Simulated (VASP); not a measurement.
Set up this calculation in VASP 6.6.1, as the native input.

```
Task                   : relaxation of cell and atoms
Functional             : BLYP
Potentials or basis    : VASP PAW PBE potentials, release 64 (Ni, Al)
Cutoff                 : 600 eV
k mesh                 : 9 × 9 × 9
Occupations            : fermi-dirac, width 0.05 eV
Spin                   : collinear spin, ferromagnetic start
Starting moments       : [1.0, 0.0] μB
Dipole correction      : no
Further INCAR settings : ALGO = Fast; EDIFF = 1e-06; IBRION = 2; EDIFFG = -0.01; NSW = 60; ISIF = 3
```

The structure of AlNi lies in POSCAR:

```
AlNi
1.0
    2.8810000000      0.0000000000      0.0000000000
    0.0000000000      2.8810000000      0.0000000000
    0.0000000000      0.0000000000      2.8810000000
Ni Al
1 1
Direct
    0.5000000000      0.5000000000      0.5000000000
    0.0000000000      0.0000000000      0.0000000000
```

The input as run:

INCAR

```
PREC = Accurate ; ENCUT = 600
EDIFF = 1E-6 ; ISMEAR = -1
SIGMA = 0.05 ; LREAL = False
LASPH = True ; NELM = 150
ALGO = Fast ; ISIF = 3
LWAVE = False ; LCHARG = False
ISPIN = 2 ; MAGMOM = 1 0
LORBIT = 11 ; LMAXMIX = 4
GGA = B5 ; ALDAX = 1.0
AGGAX = 1.0 ; AGGAC = 1.0
ALDAC = 0.0 ; IBRION = 2
NSW = 60 ; EDIFFG = -0.01
```

KPOINTS

```
Automatic mesh
0
Gamma
  9 9 9
```

Potentials or basis: VASP PAW PBE potentials, release 64 (Ni, Al).

Launch:

```bash
$ cat potpaw_PBE.64/Ni/POTCAR potpaw_PBE.64/Al/POTCAR > POTCAR
$ mpirun -np 1 vasp_std > vasp.out
```

It gave:

```yaml
Relaxed_volume: 12.49 Å³/atom
Relaxed_cell: a = 2.923 Å, b = 2.923 Å, c = 2.923 Å, α = 90.00°, β = 90.00°, γ = 90.00°
Space_group_after_relaxing_to_0.1_Å: Pm-3m (No. 221)
Energy_gained_by_relaxing: 11.0 meV/atom
Ionic_steps: 3
Pressure_after_relaxing: 0.1 GPa
Net_moment: 0.00 μB per cell
Valence_electrons_inside_the_program's_atomic_spheres: Ni 9.45; Al 0.77
```

Caveat: the PAW data sets were made with another functional, which shifts forces and pressure a little.

It took 110 s on 1 thread of Intel Xeon 8259CL, with other jobs on the host, peak memory 0.16 GiB.
